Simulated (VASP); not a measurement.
Input of a VASP 6.6.1 run:

The input INCAR:

```
SYSTEM = Ga4As3N
ALGO     = Normal         ! electronic algorithm
EDIFF    = 1E-7           ! SCF threshold, eV
ENCUT    = 520            ! plane-wave cutoff, eV
GGA      = PE             ! functional
ISIF     = 2              ! what is computed and relaxed
ISMEAR   = -1             ! smearing method
LASPH    = .TRUE.         ! aspherical terms in the spheres
LCHARG   = .FALSE.        ! write CHGCAR
LREAL    = .FALSE.        ! projectors in reciprocal space
LWAVE    = .FALSE.        ! write WAVECAR
NBANDS   = 46             ! bands
NELM     = 60             ! most SCF steps
PREC     = Accurate       ! precision mode
SIGMA    = 0.02           ! smearing width, eV
```

KPOINTS

```
k-points
0
G
  6 4 4
  0 0 0
```

Contents of POSCAR:

```
Ga4As3N
1.0
    3.8628902608      0.0000000000      0.0000000000
    0.0000000000      7.7803615999      0.0000000000
    0.0000000000      0.0000000000      5.3772706210
N Ga As
1 4 3
Direct
    0.0000000000      0.0000000000      0.0068321967
    0.5000000000      0.0000000000      0.8160097709
    0.0000000000      0.7900647774      0.2230634055
    0.5000000000      0.5000000000      0.7262368124
    0.0000000000      0.2099352226      0.2230634055
    0.5000000000      0.7696466375      0.5011826946
    0.0000000000      0.5000000000      0.0024290199
    0.5000000000      0.2303533625      0.5011826946
```

Potentials or basis: VASP PAW PBE potentials, release 64 (N, Ga_d, As).

Command:

```console
$ cat potpaw_PBE.64/N/POTCAR potpaw_PBE.64/Ga_d/POTCAR potpaw_PBE.64/As/POTCAR > POTCAR
$ mpirun -np 1 vasp_std > vasp.out
```

**Question.** Estimate the largest force.

**Answer.** 0.007 eV/Å.

**Question.** Estimate the band gap on the k mesh.

**Answer.** Zero (band 36 reaches 4.40 eV, above the bottom of band 37 at 4.31 eV).

**Question.** Estimate the pressure.

**Answer.** 0.2 GPa.

Forces on the atoms (eV/Å):
```
N    0.000  0.000 -0.004
Ga   0.000  0.000  0.001
Ga   0.000 -0.004  0.000
Ga   0.000  0.000 -0.005
Ga   0.000  0.004  0.000
As   0.000  0.002  0.001
As   0.000  0.000  0.007
As   0.000 -0.002  0.001
```
